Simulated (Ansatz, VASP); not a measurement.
## One calculation of MgO, two programs

```xyz
2
Lattice="0.0000 2.4185 2.4185 2.4185 0.0000 2.4185 2.4185 2.4185 0.0000" Properties=species:S:1:pos:R:3 pbc="T T T"
Mg    0.0000    0.0000    0.0000
O     1.2092    1.2092    1.2092
```

Change from the starting cell: hydrostatic strain +6.0%.

Alike in both runs: task single point; functional HSE06; k mesh 6 × 6 × 6; no spin polarisation.

|  | VASP | Ansatz |
| --- | --- | --- |
| version | VASP 6.6.1 | Ansatz 0.2.0 |
| potentials or method | VASP PAW PBE potentials, release 64 (Mg, O) | plane waves, PAW |
| plane-wave cutoff (eV) | 520 | 420 |
| occupations | gaussian, width 0.01 eV | fixed |
| valence electrons in the cell | 8 | 16 |

VASP gave:

| Quantity | Value |
| --- | --- |
| gap on the k mesh at the Fermi level (eV) | 4.22 |
| pressure (GPa) | -15.7 |

Which values does Ansatz return?

gap on the k mesh at the Fermi level (eV): 4.25; pressure (GPa): -15.5.

VASP's potentials hold 8 valence electrons a cell and Ansatz's 16, so a difference there can come from the potentials and not from the codes. Ansatz's warnings: stress exchange threshold loose, stress scf threshold loose.
